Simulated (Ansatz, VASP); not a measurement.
Ru: VASP beside Ansatz

File INCAR:

```
  PREC = Accurate
  ENCUT = 500
  EDIFF = 1E-7
  ISMEAR = 0
  SIGMA = 0.1
  LREAL = F
  LASPH = T
  NELM = 120
  ALGO = Normal
  ISIF = 3
  LWAVE = F
  LCHARG = F
  GGA = PS
  IBRION = 2
  NSW = 90
  EDIFFG = -0.04
  GGA_COMPAT = F
  NELMIN = 4
```

File KPOINTS:

```
Automatic mesh
0
Gamma
  8 8 8
```

POSCAR

```
Ru
1.0
    0.0000000000      1.8956891339      1.8956891339
    1.8956891339      0.0000000000      1.8956891339
    1.8956891339      1.8956891339      0.0000000000
Ru
1
Direct
    0.0000000000      0.0000000000      0.0000000000
```

Input for Ansatz:

```yaml
crystal:
  lattice:
    - [0.0, 1.8956891339, 1.8956891339]
    - [1.8956891339, 0.0, 1.8956891339]
    - [1.8956891339, 1.8956891339, 0.0]
  atoms:
    - { symbol: Ru, position: [0.0, 0.0, 0.0] }
basis:
  ecutwfc: 420
kpoints:
  mp_grid: { grid: [8, 8, 8] }
hamiltonian:
  xc: pbesol
scf:
  occupations: { method: gaussian, width: 0.1 }
  lower_state_search: "off"
output:
  forces: true
  stress: true
  eigenvalues: true
relax:
  adjacent_minimum: "off"
  f_tol: 0.04
  max_steps: 70
  cell: { stress_tol: 0.4 }
```

Alike in both runs: task relaxation of cell and atoms; functional PBEsol; k mesh 8 × 8 × 8; occupations gaussian, width 0.1 eV; no spin polarisation.

|  | VASP | Ansatz |
| --- | --- | --- |
| version | VASP 6.6.1 | Ansatz 0.2.0 |
| potentials or method | VASP PAW PBE potentials, release 64 (Ru_pv), cutoff 500 eV | scalar-relativistic, plane waves, PAW |
| valence electrons in the cell | 14 | 16 |

Ansatz gave:

* gap on the k mesh at the Fermi level, each at its own relaxed structure (eV): none
* relaxed volume (Å³/atom): 13.35
* relaxed cell length with the largest relative difference (Å): 2.663

Which values does VASP return?

gap on the k mesh at the Fermi level, each at its own relaxed structure (eV): none; relaxed volume (Å³/atom): 13.34; relaxed cell length with the largest relative difference (Å): 2.662.

VASP's potentials were made for PBE, not for PBEsol. A gap of «none» marks a metal or a gap that the smearing closes. VASP's potentials hold 14 valence electrons a cell and Ansatz's 16, so a difference there can come from the potentials and not from the codes.
